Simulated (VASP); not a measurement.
Write the native input for VASP 6.6.1 that does the following.

* Task: single point
* Functional: r2SCAN
* Potentials or basis: VASP PAW PBE potentials, release 64 (Cd, S)
* Cutoff: 520 eV
* k mesh: 6 × 6 × 4
* Occupations: gaussian, width 0.01 eV
* Spin: no spin polarisation
* Dipole correction: no
* Further INCAR settings: ALGO = Normal; EDIFF = 1e-06; NBANDS = 26

CdS:

```
CELL_PARAMETERS angstrom
4.40853 0.00000 0.00000
-2.20426 3.81790 0.00000
0.00000 0.00000 5.74812
ATOMIC_POSITIONS crystal
Cd 0.33333 0.66667 0.25000
Cd 0.66667 0.33333 0.75000
S 0.66667 0.33333 0.25000
S 0.33333 0.66667 0.75000
```

These files were run (other wordings do the same):

POSCAR

```
CdS
1.0
    4.4085296226      0.0000000000      0.0000000000
   -2.2042648113      3.8178986465      0.0000000000
    0.0000000000      0.0000000000      5.7481182294
Cd S
2 2
Direct
    0.3333333333      0.6666666667      0.2500000000
    0.6666666667      0.3333333333      0.7500000000
    0.6666666667      0.3333333333      0.2500000000
    0.3333333333      0.6666666667      0.7500000000
```

INCAR.step1

```
SYSTEM = CdS
  ALGO = Normal
  EDIFF = 1E-4
  ENCUT = 520
  GGA = PE
  ISMEAR = 0
  LASPH = .True.
  LCHARG = .False.
  LREAL = .False.
  LWAVE = .True.
  NBANDS = 26
  NELM = 60
  PREC = Accurate
  SIGMA = 0.01
```

INCAR.step2

```
SYSTEM = CdS
  ALGO = Normal
  EDIFF = 1E-6
  ENCUT = 520
  ISIF = 2
  ISMEAR = 0
  ISTART = 1
  LASPH = .True.
  LCHARG = .False.
  LMIXTAU = .True.
  LREAL = .False.
  LWAVE = .False.
  METAGGA = R2SCAN
  NBANDS = 26
  NELM = 60
  PREC = Accurate
  SIGMA = 0.01
```

KPOINTS

```
k-points
0
Gamma
  6 6 4
  0 0 0
```

Potentials or basis: VASP PAW PBE potentials, release 64 (Cd, S).

Launch:

```console
$ cat potpaw_PBE.64/Cd/POTCAR potpaw_PBE.64/S/POTCAR > POTCAR
$ cp INCAR.step1 INCAR
$ mpirun -np 1 vasp_std > vasp.out
$ cp INCAR.step2 INCAR
$ mpirun -np 1 vasp_std > vasp.out
```

Results of the run:

```yaml
Pressure: 0.4 GPa
Band_gap_on_the_k_mesh: 1.46 eV (least direct gap 1.73 eV)
```

Caveat: the PAW data sets were made with another functional, which shifts forces and pressure a little.

It took 3.4 min on 1 thread of Intel(R) Xeon(R) Platinum 8259CL CPU @ 2.50GHz (Skylake/Cascade Lake) (shared host), peak memory 0.27 GiB.
